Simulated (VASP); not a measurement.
Set up this calculation in VASP 6.6.1, as the native input.

```yaml
Task: relaxation of cell and atoms
Functional: PBE
Dispersion: D3(BJ)
Potentials_or_basis: VASP PAW PBE potentials, release 64 (Hg)
Cutoff: 600 eV
k_mesh: 12 × 12 × 4
Occupations: gaussian, width 0.1 eV
Spin: no spin polarisation
Target_pressure: -1 GPa
Dipole_correction: no
Further_INCAR_settings: ALGO = Fast; EDIFF = 1e-06; IBRION = 2; EDIFFG = -0.008; NSW = 70; ISIF = 3
```

The structure of Hg lies in POSCAR:

```
Hg
1.0
    3.3390149330      0.0000000000      0.0000000000
   -1.6695074665      2.8916717556      0.0000000000
    0.0000000000      0.0000000000     10.5197957410
Hg
4
Direct
    0.0000000000      0.0000000000      0.0000000000
    0.3333333333      0.6666666667      0.2500000000
    0.0000000000      0.0000000000      0.5000000000
    0.6666666667      0.3333333333      0.7500000000
```

One way to write it, as run:

INCAR

```
SYSTEM = Hg
PREC = Accurate
ENCUT = 600
EDIFF = 1E-6
ISMEAR = 0
SIGMA = 0.1
LREAL = .FALSE.
LASPH = .TRUE.
NELM = 60
ALGO = Fast
ISIF = 3
LWAVE = .FALSE.
LCHARG = .FALSE.
GGA = PE
IVDW = 12
IBRION = 2
NSW = 70
EDIFFG = -0.008
PSTRESS = -10.0
```

KPOINTS

```
Automatic mesh
0
G
  12 12 4
  0 0 0
```

Potentials or basis: VASP PAW PBE potentials, release 64 (Hg).

Run with:

```sh
$ cat potpaw_PBE.64/Hg/POTCAR > POTCAR
$ mpirun -np 1 vasp_std > vasp.out
```

It gave:

```yaml
Relaxed_volume: 28.10 Å³/atom
Relaxed_cell: a = 3.443 Å, b = 3.443 Å, c = 10.945 Å, α = 90.00°, β = 90.00°, γ = 120.00°
Space_group_after_relaxing_to_0.1_Å: P6_3/mmc (No. 194)
Energy_change_on_relaxing_the_run_minimises_the_enthalpy: +7.5 meV/atom
Ionic_steps: 10
Pressure_after_relaxing: -1.0 GPa
Band_gap_on_the_k_mesh: zero (bands 24 and 25 overlap by 0.42 eV)
Dispersion_energy_per_atom: -0.373 eV
```

Caveat: the cell is relaxed towards a set pressure, so the run minimises the enthalpy, not the energy; spin-orbit coupling is left out, which moves the levels of the heavy elements.

Run time: 14 min on 1 thread of Intel(R) Xeon(R) Platinum 8488C (Sapphire Rapids), on a shared host, peak memory 0.35 GiB.
